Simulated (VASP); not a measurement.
Set up this calculation in VASP 6.6.1, as the native input.

| Item | Value |
| --- | --- |
| Task | single point |
| Functional | PBE |
| Dispersion | D3(BJ) |
| Potentials or basis | VASP PAW PBE potentials, release 64 (Hf_pv) |
| Cutoff | 500 eV |
| k mesh | 15 × 15 × 8 |
| Occupations | gaussian, width 0.1 eV |
| Spin | no spin polarisation |
| Dipole correction | no |
| Further INCAR settings | ALGO = Normal; EDIFF = 1e-06; NBANDS = 17 |

The structure of Hf lies in POSCAR:

```
Hf
1.0
    3.1711603464      0.0000000000      0.0000000000
   -1.5855801732      2.7463054195      0.0000000000
    0.0000000000      0.0000000000      5.0166736480
Hf
2
Direct
    0.3333333333      0.6666666667      0.2500000000
    0.6666666667      0.3333333333      0.7500000000
```

The input as run:

INCAR

```
SYSTEM = Hf
PREC = Accurate
ENCUT = 500
EDIFF = 1E-6
ISMEAR = 0
SIGMA = 0.1
LREAL = .FALSE.
LASPH = .TRUE.
NELM = 120
ALGO = Normal
ISIF = 2
LWAVE = .FALSE.
LCHARG = .TRUE.
GGA = PE
IVDW = 12
LELF = .TRUE.
LVHAR = .TRUE.
NBANDS = 17
GGA_COMPAT = .FALSE.
```

KPOINTS

```
Automatic mesh
0
G
  15 15 8
  0 0 0
```

Potentials or basis: VASP PAW PBE potentials, release 64 (Hf_pv).

Run with:

```sh
$ cat potpaw_PBE.64/Hf_pv/POTCAR > POTCAR
$ mpirun -np 1 vasp_std > vasp.out
```

It gave:

The pressure is -0.4 GPa, the band gap on the k mesh is zero (band 10 reaches 6.27 eV, above the bottom of band 11 at 4.65 eV) and the dispersion energy per atom is -0.462 eV.

Caveat: spin-orbit coupling is left out, which moves the levels of the heavy elements; pairwise dispersion overbinds metals, which lowers pressure and volume.

Wall time 100 s on 1 thread of AMD EPYC 7R13 Processor (Zen 3), on a shared host, peak memory 0.19 GiB.
